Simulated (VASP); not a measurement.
Input of a VASP 6.6.1 run:

File INCAR:

```
SYSTEM = Ta2Bi2O
PREC = Accurate
ENCUT = 600
EDIFF = 1E-6
ISMEAR = 0
SIGMA = 0.1
LREAL = .False.
LASPH = .True.
NELM = 80
ALGO = Normal
ISIF = 3
LWAVE = .False.
LCHARG = .False.
GGA = PE
IBRION = 2
NSW = 90
EDIFFG = -0.04
```

Contents of KPOINTS:

```
Automatic mesh
0
Gamma
  6 6 2
  0 0 0
```

POSCAR

```
Ta2Bi2O
1.0
    4.2311517000      0.0000000000      0.0000000000
   -2.1155758500      3.6642848600      0.0000000000
    0.0000000000      0.0000000000      7.6999560300
Ta Bi O
2 2 1
Direct
    0.0000000000      0.0000000000      0.3595722300
    0.0000000000      0.0000000000      0.0762660300
    0.3333333300      0.6666666700      0.7877436000
    0.6666666700      0.3333333300      0.7877436000
    0.0000000000      0.0000000000      0.7187254700
```

Potentials or basis: VASP PAW PBE potentials, release 64 (Ta_pv, Bi_d, O).

Launch:

```sh
$ cat potpaw_PBE.64/Ta_pv/POTCAR potpaw_PBE.64/Bi_d/POTCAR potpaw_PBE.64/O/POTCAR > POTCAR
$ mpirun -np 1 vasp_std > vasp.out
```

Task: Estimate the space group after relaxing (to 0.1 Å).

Result: P6/mmm (No. 191).

Task: Predict the band gap on the k mesh.

Result: Zero (bands 29 and 30 overlap by 0.17 eV).

Task: Predict the relaxed cell.

Result: a = 5.240 Å, b = 5.240 Å, c = 6.448 Å, α = 90.00°, β = 90.00°, γ = 120.00°.

Final structure:
```xyz
5
Lattice="5.2402 0.0000 0.0000 -2.6201 4.5381 0.0000 0.0000 0.0000 6.4483" Properties=species:S:1:pos:R:3 pbc="T T T"
Ta    0.0000    0.0000    1.6103
Ta    0.0000    0.0000    5.4380
Bi    0.0000    3.0254    0.2914
Bi    2.6201    1.5127    0.2914
O     0.0000    0.0000    3.5249
```

Caveat: the k points lie up to 0.49 Å⁻¹ apart in the final cell; spin-orbit coupling is left out, which moves the levels of the heavy elements.
